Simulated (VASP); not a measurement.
# Si6O11 (a cell with a defect) in VASP: a series of runs, part 2 of 2

VASP 6.6.1. Earlier steps stand in the parts before.

**3. Single point, PBE+D3(BJ)**

The input, INCAR:

```
PREC = Accurate
ENCUT = 520
EDIFF = 1E-6
ISMEAR = 0
SIGMA = 0.05
LREAL = Auto
LASPH = T
NELM = 100
ALGO = Normal
ISIF = 2
LWAVE = F
LCHARG = T
GGA = PE
IVDW = 12
LELF = T
LVHAR = T
NELECT = 88.0
NBANDS = 59
```

The input, KPOINTS:

```
regular mesh
0
Gamma
  4 4 2
```

The input, POSCAR:

```
Si6O11
1.0
   -2.4573906087      4.2563253884      0.0000000000
    0.0000000000      0.0000000000      5.4210324304
    7.3721718262      4.2563253883      0.0000000000
Si O
6 11
Direct
    0.7669799462      0.6666666667      0.2330200538
    0.2669799462      0.6666666667      0.7330200538
    0.9660401075      0.3333333333      0.5000000000
    0.4660401075      0.3333333333      0.0000000000
    0.2669799462      0.0000000000      0.2669799462
    0.7669799462      0.0000000000      0.7669799462
    0.2730030153      0.2203350802      0.1370425925
    0.7730030153      0.2203350802      0.6370425925
    0.0690623811      0.8870017469      0.7949771961
    0.6579346037      0.5536684135      0.0679802114
    0.1579346037      0.5536684135      0.5679802114
    0.0690623811      0.7796649198      0.2050228039
    0.5690623811      0.7796649198      0.7050228039
    0.2232563079      0.0335336363      0.4630715839
    0.6579346037      0.1129982531      0.9320197886
    0.7730030153      0.4463315865      0.3629574075
    0.2730030153      0.4463315865      0.8629574075
```

Potentials or basis: VASP PAW PBE potentials, release 64 (Si, O).

Command:

```bash
> cat potpaw_PBE.64/Si/POTCAR potpaw_PBE.64/O/POTCAR > POTCAR
> mpirun -np 1 vasp_std > vasp.out
```

OUTCAR:

```text
PREC = Accurate
   ENCUT = 520
   EDIFF = 1E-6
   ISMEAR = 0
   LREAL = Auto
   LASPH = T
   NELM = 100
   ISIF = 2
   GGA = PE
   IVDW = 12
   NELECT = 88.0
 IVDW          = 12

 ion  position               nearest neighbor table
   1  0.767  0.667  0.233-  12 1.62  10 1.62  16 1.63   5 3.06   5 3.06   3 3.06   4 3.06
   2  0.267  0.667  0.733-  13 1.62  11 1.62  17 1.63   9 1.63   6 3.06   6 3.06   4 3.06   3 3.06

   3  0.966  0.333  0.500-   8 1.62  16 1.62  11 1.63  14 2.08   6 3.06   1 3.06   5 3.06   2 3.06

   4  0.466  0.333  0.000-   7 1.62  17 1.62  15 1.63  10 1.63   5 3.06   2 3.06   6 3.06   1 3.06

   5  0.267  0.000  0.267-   7 1.63  12 1.63  14 1.69   4 3.06   1 3.06   1 3.06   3 3.06
   6  0.767  0.000  0.767-  15 1.62   9 1.62   8 1.63  13 1.63   3 3.06   2 3.06   2 3.06   4 3.06

   7  0.273  0.220  0.137-   4 1.62   5 1.63
   8  0.773  0.220  0.637-   3 1.62   6 1.63
   9  0.069  0.887  0.795-   6 1.62   2 1.63
  10  0.658  0.554  0.068-   1 1.62   4 1.63
  11  0.158  0.554  0.568-   2 1.62   3 1.63
  12  0.069  0.780  0.205-   1 1.62   5 1.63
  13  0.569  0.780  0.705-   2 1.62   6 1.63
  14  0.223  0.034  0.463-   5 1.69   3 2.08
  15  0.658  0.113  0.932-   6 1.62   4 1.63
  16  0.773  0.446  0.363-   3 1.62   1 1.63
  17  0.273  0.446  0.863-   4 1.62   2 1.63

  LATTYP: Found a simple orthorhombic cell.
 ALAT       =     4.9147812175
 B/A-ratio  =     1.1030058492
 C/A-ratio  =     1.7320508076

  Lattice vectors:

 A1 = (  -2.4573906087,   4.2563253884,   0.0000000000)
 A2 = (   0.0000000000,   0.0000000000,   5.4210324304)
 A3 = (   7.3721718262,   4.2563253883,   0.0000000000)

Analysis of symmetry for initial positions (statically):
=====================================================================
 Subroutine PRICEL returns:
 Original cell was already a primitive cell.

 Routine SETGRP: Setting up the symmetry group for a
 simple orthorhombic supercell.

[... 167 lines left out ...]
   LORBIT       =      0    0 simple, 1 ext, 2 COOP (PROOUT), +10 PAW based schemes
   GGA     = PE    functional components
   LHFCALC =     F    Hartree Fock is set to
   AEXX    =    0.0000 exact exchange contribution
   IVDW    =    12    specifies the selected vdW correction
   LEPSILON=     F    determine dielectric tensor
   LRPA    =     F    only Hartree local field effects (RPA)
 non-spin polarized calculation
 Gauss-broadening in eV      SIGMA  =   0.05
  energy-cutoff  :      520.00
  volume of cell :      226.80
 maximum number of plane-waves:      6164
 NGX is ok and might be reduce to    40
   NGX = 19   NGY = 21   NGZ = 31

 number of electron      88.0000030 magnetization

 Free energy of the ion-electron system (eV)
  ---------------------------------------------------
  ext. energy  EPLUGINS =         0.00000000
  ---------------------------------------------------
  free energy    TOTEN  =      -133.15889747 eV

  energy without entropy =     -133.14671732  energy(sigma->0) =     -133.15280739

 E-fermi :   1.1288     XC(G=0):  -8.9504

 val. band max:        1.1225722240   @ k =   0.2500   0.0000  -0.0000
 cond. band min:       1.1512431290   @ k =   0.0000   0.2500   0.5000
 fundamental gap:      0.0286709050
 Fermi energy:         1.1288393079

 k-point     1 :       0.0000    0.0000    0.0000
  band No.  band energies     occupation
      1     -18.6177      2.00000
      2     -17.8177      2.00000
      3     -17.7977      2.00000
      4     -17.4556      2.00000
      5     -17.2728      2.00000
      6     -16.5598      2.00000
[... 1169 lines left out ...]
     55      10.8434      0.00000
     56      11.1713      0.00000
 [bands above 56 left out]

------------------------ aborting loop because EDIFF is reached ----------------------------------------

 Edisp (eV)   -2.41725

 E8    (eV) :    -0.8296

  FORCE on cell =-STRESS in cart. coord.  units (eV):
  Direction    XX          YY          ZZ          XY          YZ          ZX
  --------------------------------------------------------------------------------------
  -------------------------------------------------------------------------------------
  Total     -22.09073   -19.35352   -21.40346     0.20306     4.91903    -3.41506
  in kB    -156.05210  -136.71606  -151.19715     1.43446    34.74871   -24.12446
  external pressure =     -147.99 kB  Pullay stress =        0.00 kB

 VOLUME and BASIS-vectors are now :
 -----------------------------------------------------------------------------
  energy-cutoff  :      520.00
  volume of cell :      226.80
      direct lattice vectors                 reciprocal lattice vectors
    -2.457390609  4.256325388  0.000000000    -0.101733928  0.176208333  0.000000000
     0.000000000  0.000000000  5.421032430     0.000000000  0.000000000  0.184466707
     7.372171826  4.256325388  0.000000000     0.101733928  0.058736111  0.000000000

 POSITION                                       TOTAL-FORCE (eV/Angst)
 -----------------------------------------------------------------------------------
     -0.16691      4.25633      3.61402        -1.517286      0.422013     -2.176143
      4.74788      4.25633      3.61402         0.082558      0.017100      0.016458
      1.31215      6.23994      1.80701         1.217604      2.540873     -0.612596
     -1.14524      1.98362      1.80701        -1.622245     -1.134574     -0.361600
      1.31215      2.27271      0.00000         2.100707     -0.398463      0.782941
      3.76954      6.52903      0.00000        -0.010185      0.134703     -0.276598
[... 9 lines left out ...]
      0.77621      4.83502      2.41958        -0.310664     -0.504788      0.014633
      5.69100      4.83502      2.41958         0.335894      0.220254     -0.118039
 -----------------------------------------------------------------------------------
    total drift:                                0.001789     -0.002585      0.000627

  FREE ENERGIE OF THE ION-ELECTRON SYSTEM (eV)
  ---------------------------------------------------
  free  energy   TOTEN  =      -135.5761442507 eV

  energy  without entropy=     -135.5639641076  energy(sigma->0) =     -135.57005418
```

OSZICAR:

```text
N       E                     dE             d eps       ncg     rms          rms(c)
DAV:   1     0.519917656196E+03    0.51992E+03   -0.45611E+04  2376   0.137E+03
DAV:   2    -0.107469283740E+03   -0.62739E+03   -0.60955E+03  2853   0.312E+02
DAV:   3    -0.150457335699E+03   -0.42988E+02   -0.42752E+02  2912   0.869E+01
[... 12 lines left out ...]
DAV:  16    -0.133158887878E+03    0.13461E-04   -0.30525E-04  2840   0.591E-02    0.348E-02
DAV:  17    -0.133158892798E+03   -0.49192E-05   -0.26452E-05  2840   0.239E-02    0.218E-02
DAV:  18    -0.133158901431E+03   -0.86336E-05   -0.17962E-05  2776   0.149E-02    0.199E-02
DAV:  19    -0.133158897806E+03    0.36254E-05   -0.13012E-05  2120   0.120E-02    0.917E-03
DAV:  20    -0.133158897465E+03    0.34026E-06   -0.58491E-06  2464   0.881E-03
   1 F= -.13557614E+03 E0= -.13557005E+03  d E =-.121801E-01
```

Wall time 6.9 min (1 thread of AMD EPYC 7R13 (Zen 3), shared host); peak memory 0.36 GiB.

Results:

| Property | Result |
| --- | --- |
| Free energy | -135.5761 eV |
| Largest force | 3.930 eV/Å |
| Dispersion energy per atom | -0.142 eV |

Forces in eV/Å, atoms in the order of the input:
```
Si  -1.517  0.422 -2.176
Si   0.083  0.017  0.016
Si   1.218  2.541 -0.613
Si  -1.622 -1.135 -0.362
Si   2.101 -0.398  0.783
Si  -0.010  0.135 -0.277
O    1.515  0.860 -1.066
O   -0.934 -0.150  0.033
O    0.109  0.132 -0.028
O    0.783  0.805  1.295
O   -0.666 -0.703 -0.917
O    0.063 -0.128  0.461
O   -0.132  0.160  0.028
O   -1.694 -2.452  2.561
O    0.679  0.179  0.363
O   -0.311 -0.505  0.015
O    0.336  0.220 -0.118
```

Caveat: the k points lie up to 0.37 Å⁻¹ apart; the cell carries a net charge on a neutralising background, which shifts energy and pressure; the cell differs from its parent crystal (atoms taken out, atom 14 moved 0.125 of the way to it and +0.500 Å across, host rigid); the cell is charged against a uniform background, so pressure and absolute levels hang on convention.

**4. Single point, PBE+D3(BJ)**

The input, INCAR:

```
  PREC = Accurate
  ENCUT = 520
  EDIFF = 1E-6
  ISMEAR = 0
  SIGMA = 0.05
  LREAL = Auto
  LASPH = T
  NELM = 80
  ALGO = Normal
  ISIF = 2
  LWAVE = F
  LCHARG = F
  GGA = PE
  IVDW = 12
  NBANDS = 59
  NELECT = 88.0
```

The input, KPOINTS:

```
Automatic mesh
0
Gamma
  4 4 2
```

Changes to POSCAR since step 3:

```diff
@@ -21,3 +21,3 @@
     0.5690623811      0.7796649198      0.7050228039
-    0.2232563079      0.0335336363      0.4630715839
+    0.1204743636      0.0900327629      0.4973322320
     0.6579346037      0.1129982531      0.9320197886
```

Potentials or basis: VASP PAW PBE potentials, release 64 (Si, O).

Command:

```bash
> cat potpaw_PBE.64/Si/POTCAR potpaw_PBE.64/O/POTCAR > POTCAR
> mpirun -np 1 vasp_std > vasp.out
```

OUTCAR:

```text
PREC = Accurate
   ENCUT = 520
   EDIFF = 1E-6
   ISMEAR = 0
   LREAL = Auto
   LASPH = T
   NELM = 80
   ISIF = 2
   GGA = PE
   IVDW = 12
   NELECT = 88.0
 IVDW          = 12

 ion  position               nearest neighbor table
   1  0.767  0.667  0.233-  12 1.62  10 1.62  16 1.63   5 3.06   5 3.06   3 3.06   4 3.06
   2  0.267  0.667  0.733-  13 1.62  11 1.62  17 1.63   9 1.63   6 3.06   6 3.06   4 3.06   3 3.06

[... 1427 lines left out ...]
  -------------------------------------------------------------------------------------
  Total     -18.47651   -16.05751   -11.17206    -3.46512    -0.18743    -0.67644
  in kB    -130.52071  -113.43256   -78.92101   -24.47807    -1.32401    -4.77845
  external pressure =     -107.62 kB  Pullay stress =        0.00 kB

 VOLUME and BASIS-vectors are now :
 -----------------------------------------------------------------------------
  energy-cutoff  :      520.00
  volume of cell :      226.80
      direct lattice vectors                 reciprocal lattice vectors
    -2.457390609  4.256325388  0.000000000    -0.101733928  0.176208333  0.000000000
     0.000000000  0.000000000  5.421032430     0.000000000  0.000000000  0.184466707
     7.372171826  4.256325388  0.000000000     0.101733928  0.058736111  0.000000000

 POSITION                                       TOTAL-FORCE (eV/Angst)
 -----------------------------------------------------------------------------------
     -0.16691      4.25633      3.61402        -0.782462     -0.120854     -2.200875
      4.74788      4.25633      3.61402         0.027914     -0.085797     -0.018943
      1.31215      6.23994      1.80701         2.820998     -0.490481      5.038985
     -1.14524      1.98362      1.80701        -1.671064     -0.939378     -0.017724
      1.31215      2.27271      0.00000         1.635234     -0.062242      0.607978
      3.76954      6.52903      0.00000         0.240176      0.211639     -0.379807
[... 9 lines left out ...]
      0.77621      4.83502      2.41958        -0.386205     -0.775397      0.494384
      5.69100      4.83502      2.41958         0.362009      0.237368     -0.157788
 -----------------------------------------------------------------------------------
    total drift:                                0.000052     -0.002191     -0.004548

  FREE ENERGIE OF THE ION-ELECTRON SYSTEM (eV)
  ---------------------------------------------------
  free  energy   TOTEN  =      -134.1553960723 eV

  energy  without entropy=     -134.1432582987  energy(sigma->0) =     -134.14932719
```

OSZICAR:

```text
N       E                     dE             d eps       ncg     rms          rms(c)
DAV:   1     0.523931350285E+03    0.52393E+03   -0.45670E+04  2384   0.137E+03
DAV:   2    -0.106561992686E+03   -0.63049E+03   -0.61186E+03  2837   0.313E+02
[... 11 lines left out ...]
DAV:  14    -0.131699743693E+03   -0.77554E-04   -0.16045E-02  3344   0.386E-01    0.241E-01
DAV:  15    -0.131699495208E+03    0.24849E-03   -0.21018E-03  2712   0.156E-01    0.893E-02
DAV:  16    -0.131699493509E+03    0.16986E-05   -0.74066E-04  3032   0.967E-02    0.386E-02
DAV:  17    -0.131699499662E+03   -0.61528E-05   -0.13061E-04  2936   0.462E-02    0.165E-02
DAV:  18    -0.131699500722E+03   -0.10600E-05   -0.25407E-05  2792   0.176E-02    0.772E-03
DAV:  19    -0.131699501498E+03   -0.77523E-06   -0.27059E-06  2016   0.828E-03
   1 F= -.13415540E+03 E0= -.13414933E+03  d E =-.121378E-01
```

It took 6.9 min on 1 thread of AMD EPYC 7R13 (Zen 3), shared host; peak memory 0.35 GiB.

What came out:

```yaml
Free_energy: -134.1554 eV
Largest_force: 8.521 eV/Å
Dispersion_energy_per_atom: -0.144 eV
```

Forces on the atoms (eV/Å):
```
Si  -0.782 -0.121 -2.201
Si   0.028 -0.086 -0.019
Si   2.821 -0.490  5.039
Si  -1.671 -0.939 -0.018
Si   1.635 -0.062  0.608
Si   0.240  0.212 -0.380
O    1.758  0.681 -0.949
O    1.241 -0.814  0.360
O    0.248  0.096 -0.049
O    0.706  0.738  1.184
O   -0.444 -0.355  0.165
O    0.456  0.236  0.870
O   -0.200  0.110  0.057
O   -6.544  1.207 -5.323
O    0.532  0.126  0.319
O   -0.386 -0.775  0.494
O    0.362  0.237 -0.158
```

Caveat: the k points lie up to 0.37 Å⁻¹ apart; the cell carries a net charge on a neutralising background, which shifts energy and pressure; the cell differs from its parent crystal (atoms taken out, atom 14 moved -0.125 of the way to it and +0.500 Å across, host rigid); the cell is charged against a uniform background, so pressure and absolute levels hang on convention.
